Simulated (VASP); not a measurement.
# LiSb3 (Fm-3m) in VASP: further runs

Runs on LiSb3. Level: PBE. Tasks: relaxation of cell and atoms.

Everything below comes from runs of VASP 6.6.1. Logs are shortened: lines on timing, memory, paths and dates and some standing lists are left out, and cuts for length are marked.

### 1 The cell of the first run

The structure is cubic, space group Fm-3m (No. 225). The conventional cell has a = 7.430 Å, b = 7.430 Å, c = 7.430 Å, α = 90.00°, β = 90.00°, γ = 90.00°. Within 4.2 Å of Li (site symmetry m-3m) lie 14 Sb at 3.22 to 3.71 Å. Sb (site symmetry m-3m) has 8 Sb at 3.22 Å and 6 Li at 3.71 Å within 4.2 Å. Within 4.2 Å of Sb (site symmetry -43m) lie 4 Li at 3.22 Å and 10 Sb at 3.22 to 3.71 Å.

### 2 Relaxation of cell and atoms, PBE, target pressure 20 GPa, at which the enthalpy is minimised

Input file INCAR:

```
PREC = Accurate
ENCUT = 750
EDIFF = 1E-7
ISMEAR = 1
SIGMA = 0.02
LREAL = False
LASPH = True
NELM = 120
ALGO = Normal
ISIF = 3
LWAVE = False
LCHARG = False
GGA = PE
IBRION = 2
NSW = 80
EDIFFG = -0.01
PSTRESS = 200.0
GGA_COMPAT = False
NELMIN = 4
```

Input file KPOINTS:

```
Automatic mesh
0
Gamma
  5 5 5
```

Input file POSCAR:

```
LiSb3
1.0
    0.0000000000      3.7150000000      3.7150000000
    3.7150000000      0.0000000000      3.7150000000
    3.7150000000      3.7150000000      0.0000000000
Li Sb
1 3
Direct
    0.0000000000      0.0000000000      0.0000000000
    0.5000000000      0.5000000000      0.5000000000
    0.2500000000      0.2500000000      0.2500000000
    0.7500000000      0.7500000000      0.7500000000
```

Potentials or basis: VASP PAW PBE potentials, release 64 (Li_sv, Sb).

The run is started by

```console
cat potpaw_PBE.64/Li_sv/POTCAR potpaw_PBE.64/Sb/POTCAR > POTCAR
mpirun -np 1 vasp_std > vasp.out
```

OUTCAR:

```text
PREC = Accurate
   ENCUT = 750
   EDIFF = 1E-7
   ISMEAR = 1
   LREAL = False
   LASPH = True
   NELM = 120
   ISIF = 3
   GGA = PE
   IBRION = 2
   NSW = 80
   EDIFFG = -0.01
   PSTRESS = 200.0
   NELMIN = 4

 ion  position               nearest neighbor table
   1  0.000  0.000  0.000-
   2  0.500  0.500  0.500-   3 3.22   3 3.22   3 3.22   3 3.22   4 3.22   4 3.22   4 3.22   4 3.22

   3  0.250  0.250  0.250-   2 3.22   2 3.22   2 3.22   2 3.22   4 3.71   4 3.71   4 3.71   4 3.71
                             4 3.71   4 3.71
   4  0.750  0.750  0.750-   2 3.22   2 3.22   2 3.22   2 3.22   3 3.71   3 3.71   3 3.71   3 3.71
                             3 3.71   3 3.71

  LATTYP: Found a face centered cubic cell.
 ALAT       =     7.4300000000

  Lattice vectors:

 A1 = (   0.0000000000,   3.7150000000,   3.7150000000)
 A2 = (   3.7150000000,   0.0000000000,   3.7150000000)
 A3 = (   3.7150000000,   3.7150000000,   0.0000000000)

Analysis of symmetry for initial positions (statically):
=====================================================================
 Subroutine PRICEL returns:
 Original cell was already a primitive cell.

 Routine SETGRP: Setting up the symmetry group for a
 face centered cubic supercell.

 Subroutine GETGRP returns: Found 48 space group operations
 (whereof 48 operations were pure point group operations)
 out of a pool of 48 trial point group operations.

The static configuration has the point symmetry O_h .

Analysis of symmetry for dynamics (positions and initial velocities):
=====================================================================
 Subroutine PRICEL returns:
 Original cell was already a primitive cell.

 Routine SETGRP: Setting up the symmetry group for a
 face centered cubic supercell.

 Subroutine GETGRP returns: Found 48 space group operations
 (whereof 48 operations were pure point group operations)
 out of a pool of 48 trial point group operations.

The dynamic configuration has the point symmetry O_h .

 Subroutine INISYM returns: Found 48 space group operations
 (whereof 48 operations are pure point group operations),
 and found     1 'primitive' translations

----------------------------------------------------------------------------------------

                                     Primitive cell

  volume of cell :     102.5431

  direct lattice vectors                    reciprocal lattice vectors
     0.000000000  3.715000000  3.715000000    -0.134589502  0.134589502  0.134589502
     3.715000000  0.000000000  3.715000000     0.134589502 -0.134589502  0.134589502
     3.715000000  3.715000000  0.000000000     0.134589502  0.134589502 -0.134589502

  length of vectors
     5.253803384  5.253803384  5.253803384     0.233115856  0.233115856  0.233115856

  position of ions in fractional coordinates (direct lattice)
     0.000000000  0.000000000  0.000000000
     0.500000000  0.500000000  0.500000000
     0.250000000  0.250000000  0.250000000
     0.750000000  0.750000000  0.750000000

  ion indices of the primitive-cell ions
   primitive index   ion index
                 1           1
                 2           2
                 3           3
                 4           4

----------------------------------------------------------------------------------------

 KPOINTS: Automatic mesh

Automatic generation of k-mesh.
 Grid dimensions read from file:
 generate k-points for:    5    5    5

 Generating k-lattice:

  Cartesian coordinates                     Fractional coordinates (reciprocal lattice)
    -0.026917900  0.026917900  0.026917900     0.200000000  0.000000000  0.000000000
     0.026917900 -0.026917900  0.026917900     0.000000000  0.200000000  0.000000000
     0.026917900  0.026917900 -0.026917900     0.000000000  0.000000000  0.200000000

  Length of vectors
     0.046623171  0.046623171  0.046623171

  Shift w.r.t. Gamma in fractional coordinates (k-lattice)
     0.000000000  0.000000000  0.000000000

 Subroutine IBZKPT returns following result:
 ===========================================

 Found     10 irreducible k-points:

 Following reciprocal coordinates:
            Coordinates               Weight
  0.000000  0.000000  0.000000      1.000000
  0.200000  0.000000  0.000000      8.000000
  0.400000  0.000000  0.000000      8.000000
  0.200000  0.200000  0.000000      6.000000
  0.400000  0.200000  0.000000     24.000000
 -0.400000  0.200000  0.000000     24.000000
 -0.200000  0.200000  0.000000     12.000000
  0.400000  0.400000  0.000000      6.000000
 -0.400000  0.400000  0.000000     12.000000
 -0.400000  0.400000  0.200000     24.000000
   k-points           NKPTS =     10   k-points in BZ     NKDIM =     10   number of bands    NBANDS=     13
   number of dos      NEDOS =    301   number of ions     NIONS =      4
   total plane-waves  NPLWV = 110592
   dimension x,y,z NGX =    48 NGY =   48 NGZ =   48
   dimension x,y,z NGXF=    96 NGYF=   96 NGZF=   96
   ions per type =               1   3
   NGX,Y,Z   is equivalent  to a cutoff of  15.19, 15.19, 15.19 a.u.
   NGXF,Y,Z  is equivalent  to a cutoff of  30.38, 30.38, 30.38 a.u.
 SYSTEM =  unknown system
   PREC   = accura    normal or accurate (medium, high low for compatibility)
   ISTART =      0    job   : 0-new  1-cont  2-samecut
   ICHARG =      2    charge: 1-file 2-atom 10-const
   ISPIN  =      1    spin polarized calculation?
   LNONCOLLINEAR =      F non collinear calculations
   LSORBIT =      F    spin-orbit coupling
   LASPH  =      T    aspherical Exc in radial PAW
   ENCUT  =  750.0 eV  55.12 Ry    7.42 a.u.  11.73 11.73 11.73*2*pi/ulx,y,z
   NELM   =    120;   NELMIN=  4; NELMDL= -5     # of ELM steps
   EDIFF  = 0.1E-06   stopping-criterion for ELM
   LREAL  =      F    real-space projection
   EDIFFG = -.1E-01   stopping-criterion for IOM
   NSW    =     80    number of steps for IOM
   IBRION =      2    ionic relax: 0-MD 1-quasi-New 2-CG
   NFREE  =      1    steps in history (QN), initial steepest desc. (CG)
   ISIF   =      3    stress and relaxation
   ISYM   =      2    0-nonsym 1-usesym 2-fastsym
   POTIM  = 0.5000    time-step for ionic-motion
   TEBEG  =    0.0;   TEEND  =   0.0 temperature during run
   PSTRESS=  200.0 pullay stress
   NELECT =      18.0000    total number of electrons
   NUPDOWN=      -1.0000    fix difference up-down
   EMIN   =  10.00;   EMAX   =-10.00  energy-range for DOS
   EFERMI =   0.00;   METHOD = LEGACY
   ISMEAR =     1;   SIGMA  =   0.02  broadening in eV -4-tet -1-fermi 0-gaus
   EFERMI_NEDOS =   21; number of points for ismear=-14 and -15
   IALGO  =     38    algorithm
   IMIX   =      4    mixing-type and parameters
     AMIX     =   0.40;   BMIX     =  1.00
     AMIX_MAG =   1.60;   BMIX_MAG =  1.00
  volume/ion in A,a.u.               =      25.64       173.00
  Fermi-wavevector in a.u.,A,eV,Ry     =   0.916636  1.732191 11.431905  0.840221
  Thomas-Fermi vector in A             =   2.041514
   LORBIT       =      0    0 simple, 1 ext, 2 COOP (PROOUT), +10 PAW based schemes
   GGA     = PE    functional components
   LHFCALC =     F    Hartree Fock is set to
   AEXX    =    0.0000 exact exchange contribution
   IVDW    =     0    specifies the selected vdW correction
   LEPSILON=     F    determine dielectric tensor
   LRPA    =     F    only Hartree local field effects (RPA)
 conjugate gradient relaxation of ions
 non-spin polarized calculation
 Methfessel and Paxton  Order N= 1 SIGMA  =   0.02
  energy-cutoff  :      750.00
  volume of cell :      102.54
 maximum number of plane-waves:      4813
   NGX = 23   NGY = 23   NGZ = 23

--------------------------------------- Ionic step        1  -------------------------------------------

 number of electron      17.9999997 magnetization

 Free energy of the ion-electron system (eV)
  ---------------------------------------------------
  ext. energy  EPLUGINS =         0.00000000
  ---------------------------------------------------
  free energy    TOTEN  =       -14.18719941 eV

  energy without entropy =      -14.18679659  energy(sigma->0) =      -14.18706514

 E-fermi :   6.7939     XC(G=0):  -9.5107

 val. band max:        6.6216179361   @ k =   0.4000   0.2000   0.0000
 cond. band min:       6.8041063736   @ k =  -0.4000   0.2000   0.0000
 fundamental gap:      0.1824884375
 Fermi energy:         6.7939264036

 k-point     1 :       0.0000    0.0000    0.0000
  band No.  band energies     occupation
      1     -40.3027      2.00000
      2      -5.3885      2.00000
      3      -0.6797      2.00000
      4       0.5408      2.00000
      5       4.3552      2.00000
      6       4.3552      2.00000
      7       4.3552      2.00000
      8       4.4453      2.00000
      9       4.4453      2.00000
     10       4.4453      2.00000
     11       7.3489      0.00000
     12       7.3489      0.00000
     13       7.3489      0.00000

 k-point     2 :       0.2000    0.0000    0.0000
  band No.  band energies     occupation
      1     -40.3027      2.00000
      2      -5.1055      2.00000
      3      -1.1730      2.00000
      4      -0.1072      2.00000
      5       3.6713      2.00000
      6       3.6713      2.00000
      7       3.7400      2.00000
      8       5.0441      2.00000
      9       5.0441      2.00000
     10       6.4249      2.00000
     11       7.3676      0.00000
[... 159 lines left out ...]
  FREE ENERGIE OF THE ION-ELECTRON SYSTEM (eV)
  ---------------------------------------------------
  free  energy   TOTEN  =       -14.1871994137 eV

  energy  without entropy=      -14.1867965916  energy(sigma->0) =      -14.18706514

  enthalpy is  TOTEN    =        -1.3867309724 eV   P V=       12.8004684413

--------------------------------------- Ionic step        2  -------------------------------------------

 number of electron      17.9999999 magnetization

 E-fermi :  13.6772     XC(G=0): -11.6923

 val. band max:       13.6703763205   @ k =   0.4000   0.2000   0.0000
 cond. band min:      13.6902811872   @ k =  -0.4000   0.2000   0.0000
 fundamental gap:      0.0199048668
 Fermi energy:        13.6771553034

 k-point     1 :       0.0000    0.0000    0.0000
  band No.  band energies     occupation
      1     -32.9784      2.00000
      2      -2.9128      2.00000
      3       6.9510      2.00000
      4       9.3560      2.00000
      5       9.3560      2.00000
      6       9.3560      2.00000
      7       9.5261      2.00000
      8       9.7377      2.00000
      9       9.7377      2.00000
     10       9.7377      2.00000
     11      13.4328      2.00000
     12      13.4328      2.00000
     13      13.4328      2.00000

 k-point     2 :       0.2000    0.0000    0.0000
  band No.  band energies     occupation
      1     -32.9782      2.00000
      2      -2.4682      2.00000
      3       4.6932      2.00000
      4       7.2690      2.00000
      5       8.3796      2.00000
      6       8.3796      2.00000
      7      10.2478      2.00000
      8      10.5540      2.00000
      9      10.5540      2.00000
     10      13.3034      2.00000
     11      13.3034      2.00000
[... 319 lines left out ...]
  FREE ENERGIE OF THE ION-ELECTRON SYSTEM (eV)
  ---------------------------------------------------
  free  energy   TOTEN  =       -13.0485281545 eV

  energy  without entropy=      -13.0475204709  energy(sigma->0) =      -13.04819226

  enthalpy is  TOTEN    =        -2.9568138629 eV   P V=       10.0917142916

--------------------------------------- Ionic step        7  -------------------------------------------

 number of electron      18.0000001 magnetization

 Free energy of the ion-electron system (eV)
  ---------------------------------------------------
  ext. energy  EPLUGINS =         0.00000000
  ---------------------------------------------------
  free energy    TOTEN  =       -13.01973529 eV

  energy without entropy =      -13.01872395  energy(sigma->0) =      -13.01939818

 E-fermi :   9.6392     XC(G=0): -10.5401

 val. band max:        9.6362357074   @ k =   0.4000   0.2000   0.0000
 cond. band min:       9.7861656981   @ k =  -0.4000   0.2000   0.0000
 fundamental gap:      0.1499299906
 Fermi energy:         9.6392260359

 k-point     1 :       0.0000    0.0000    0.0000
  band No.  band energies     occupation
      1     -37.0173      2.00000
      2      -4.2894      2.00000
      3       2.5801      2.00000
      4       4.4410      2.00000
      5       6.4921      2.00000
      6       6.4921      2.00000
      7       6.4921      2.00000
      8       6.7275      2.00000
      9       6.7275      2.00000
     10       6.7275      2.00000
     11      10.0257     -0.00000
     12      10.0257     -0.00000
     13      10.0257     -0.00000

 k-point     2 :       0.2000    0.0000    0.0000
  band No.  band energies     occupation
      1     -37.0172      2.00000
      2      -3.9304      2.00000
      3       1.5328      2.00000
      4       3.1839      2.00000
      5       5.6905      2.00000
      6       5.6905      2.00000
      7       6.3407      2.00000
      8       7.4114      2.00000
      9       7.4114      2.00000
     10       9.4374      2.00000
     11       9.9734     -0.00000
[... 150 lines left out ...]
 POSITION                                       TOTAL-FORCE (eV/Angst)
 -----------------------------------------------------------------------------------
      0.00000      0.00000      0.00000        -0.000000     -0.000000      0.000000
      3.42863      3.42863      3.42863        -0.000000     -0.000000      0.000000
      1.71432      1.71432      1.71432         0.000000     -0.000000     -0.000000
      5.14295      5.14295      5.14295         0.000000      0.000000      0.000000
 -----------------------------------------------------------------------------------
    total drift:                               -0.000000     -0.000000     -0.000000

  FREE ENERGIE OF THE ION-ELECTRON SYSTEM (eV)
  ---------------------------------------------------
  free  energy   TOTEN  =       -13.0197352908 eV

  energy  without entropy=      -13.0187239461  energy(sigma->0) =      -13.01939818

  enthalpy is  TOTEN    =        -2.9570799640 eV   P V=       10.0626553269

 reached required accuracy - stopping structural energy minimisation
```

Run time: 6 min. Hardware: 1 thread of Intel Xeon 8259CL, shared host; peak memory 0.35 GiB.

What came out:

```yaml
Free_energy: -13.0197 eV
Relaxed_volume: 20.15 Å³/atom
Relaxed_cell: a = 4.849 Å, b = 4.849 Å, c = 4.849 Å, α = 60.00°, β = 60.00°, γ = 60.00°
Space_group_after_relaxing_to_0.1_Å: Fm-3m (No. 225)
Energy_change_on_relaxing_the_run_minimises_the_enthalpy: +291.9 meV/atom
Ionic_steps: 7
Pressure_after_relaxing: 20.0 GPa
Band_gap_on_the_k_mesh: zero (bands 9 and 10 overlap by 3.98 eV)
```

Step by step:
```tsv
step	energy change (eV)	largest force (eV/Å)	pressure (GPa)	volume (Å³)
1	0.0000	0.0000	0.41	102.54
2	5.6632	0.0000	69.55	62.71
3	1.0356	0.0000	18.26	81.72
4	1.1423	0.0000	19.69	80.81
5	1.1923	0.0000	20.33	80.41
6	1.1387	0.0000	19.64	80.84
7	1.1675	0.0000	20.01	80.61
```

Final structure:
```xyz
4
Lattice="0.0000 3.4286 3.4286 3.4286 0.0000 3.4286 3.4286 3.4286 0.0000" Properties=species:S:1:pos:R:3 pbc="T T T"
Li    0.0000    0.0000    0.0000
Sb    3.4286    3.4286    3.4286
Sb    1.7143    1.7143    1.7143
Sb    5.1430    5.1430    5.1430
```

Caveat: the cell is relaxed towards a set pressure, so the run minimises the enthalpy, not the energy; the volume moved by over 15 % at a fixed basis, so the end points are rough; spin-orbit coupling is left out, which moves the levels of the heavy elements.

(Part 1 of 2 ends here.)

The gap in the log of VASP goes by the Fermi energy; the results here count the filled bands.